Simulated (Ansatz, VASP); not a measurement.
**Al2O5: VASP beside Ansatz**

File INCAR:

```
PREC = Accurate ; ENCUT = 520
EDIFF = 1E-6 ; ISMEAR = 0
SIGMA = 0.1 ; LREAL = False
LASPH = True ; NELM = 100
ALGO = Normal ; ISIF = 2
LWAVE = False ; LCHARG = False
GGA = PS ; NBANDS = 27
```

Contents of KPOINTS:

```
regular mesh
0
Gamma
  6 6 4
```

File POSCAR:

```
Al2O5
1.0
    4.8674203339     -1.4473032671      0.0000000000
    4.8674203339      1.4473032671      0.0000000000
   -4.3034049624      0.0000000000      5.6264240495
Al O
2 5
Direct
    0.3704955400      0.3704955400      0.5981059900
    0.6295044600      0.6295044600      0.4018940100
    0.5814553200      0.5814553200      0.8737473500
    0.4185446800      0.4185446800      0.1262526500
    0.0000000000      0.0000000000      0.0000000000
    0.1814780800      0.1814780800      0.5999316600
    0.8185219200      0.8185219200      0.4000683400
```

Input for Ansatz:

```yaml
crystal:
  lattice:
    - [4.8674203339, -1.4473032671, 0.0]
    - [4.8674203339, 1.4473032671, 0.0]
    - [-4.3034049624, 0.0, 5.6264240495]
  atoms:
    - { symbol: Al, position: [0.37049554, 0.37049554, 0.59810599] }
    - { symbol: Al, position: [0.62950446, 0.62950446, 0.40189401] }
    - { symbol: O, position: [0.58145532, 0.58145532, 0.87374735] }
    - { symbol: O, position: [0.41854468, 0.41854468, 0.12625265] }
    - { symbol: O, position: [0.0, 0.0, 0.0] }
    - { symbol: O, position: [0.18147808, 0.18147808, 0.59993166] }
    - { symbol: O, position: [0.81852192, 0.81852192, 0.40006834] }
basis:
  ecutwfc: 420
kpoints:
  mp_grid: { grid: [6, 6, 4] }
hamiltonian:
  xc: pbesol
scf:
  occupations: { method: gaussian, width: 0.1 }
output:
  forces: true
  stress: true
  eigenvalues: true
```

Alike in both runs: task single point; functional PBEsol; k mesh 6 × 6 × 4; occupations gaussian, width 0.1 eV; no spin polarisation.

```csv
,VASP,Ansatz
version,VASP 6.6.1,Ansatz 0.2.0
potentials or method,"VASP PAW PBE potentials, release 64 (Al, O), cutoff 520 eV","scalar-relativistic, plane waves, PAW"
valence electrons in the cell,36,36
```

Ansatz gave:

| Property | Result |
| --- | --- |
| gap on the k mesh at the Fermi level (eV) | 0.93 |
| least direct gap on the mesh (eV) | 1.03 |
| pressure (GPa) | -6.1 |
| traceless stress, the component that is largest in VASP (GPa) | 19.15 |
| rms of the force components (eV/Å) | 1.691 |

Problem. Estimate VASP's values.

Solution. gap on the k mesh at the Fermi level (eV): 0.91; least direct gap on the mesh (eV): 1.01; pressure (GPa): -5.9; traceless stress, the component that is largest in VASP (GPa): 19.38; rms of the force components (eV/Å): 1.685.

VASP's potentials were made for PBE, not for PBEsol. Atom by atom the forces differ by 0.024 eV/Å (rms over components).
